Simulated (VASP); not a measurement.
BN: single point with LDA

Crystal: BN.

```
CELL_PARAMETERS angstrom
2.57379 0.00000 0.00000
-1.28690 2.22897 0.00000
0.00000 0.00000 4.00821
ATOMIC_POSITIONS crystal
B 0.66667 0.33333 0.00103
B 0.33333 0.66667 0.50103
N 0.66667 0.33333 0.62397
N 0.33333 0.66667 0.12397
```

This cell differs from its parent crystal: strain +e along x and -e along y +0.0000, strain +e along z and -e/2 along x and y -0.0400.

* Program: VASP 6.6.1
* Task: single point
* Functional: LDA
* Potentials or basis: VASP PAW LDA potentials, release 64 (B, N)
* Cutoff: 600 eV
* k mesh: 12 × 12 × 6
* Occupations: gaussian, width 0.05 eV
* Spin: no spin polarisation

- Pressure: 3.1 GPa
- Largest force: 0.013 eV/Å
- Band gap on the k mesh: 5.27 eV (least direct gap 7.84 eV)

Forces in eV/Å, atoms in the order of the input:
```
B    0.000  0.000  0.013
B    0.000  0.000  0.013
N    0.000  0.000 -0.013
N    0.000  0.000 -0.013
```

Stress tensor (GPa, compression positive):
```
-17.96   0.00   0.00
  0.00 -17.96   0.00
  0.00   0.00  45.19
```

Levels at points of the mesh, in eV from the valence-band top:
| k point | band 6 | band 7 | band 8 | band 9 | band 10 | band 11 |
| --- | --- | --- | --- | --- | --- | --- |
| (0.00, 0.00, 0.00) | -0.03 | 0.00 | 0.00 | 7.84 | 7.84 | 8.76 |
| (0.50, 0.00, 0.00) | -5.48 | -4.61 | -1.94 | 6.11 | 8.38 | 10.38 |
| (0.00, 0.00, 0.50) | -1.49 | -1.49 | -1.49 | 8.91 | 8.91 | 9.58 |
| (0.50, 0.00, 0.50) | -4.02 | -3.24 | -3.24 | 6.67 | 6.67 | 10.62 |

Wall time 36 s on 1 thread of Intel Xeon 8259CL, with other jobs on the host, peak memory 0.15 GiB.

Caveat: the cell differs from its parent crystal (strain +e along x and -e along y +0.0000, strain +e along z and -e/2 along x and y -0.0400); the cell stands under pressure. A k mesh can miss the band edges.
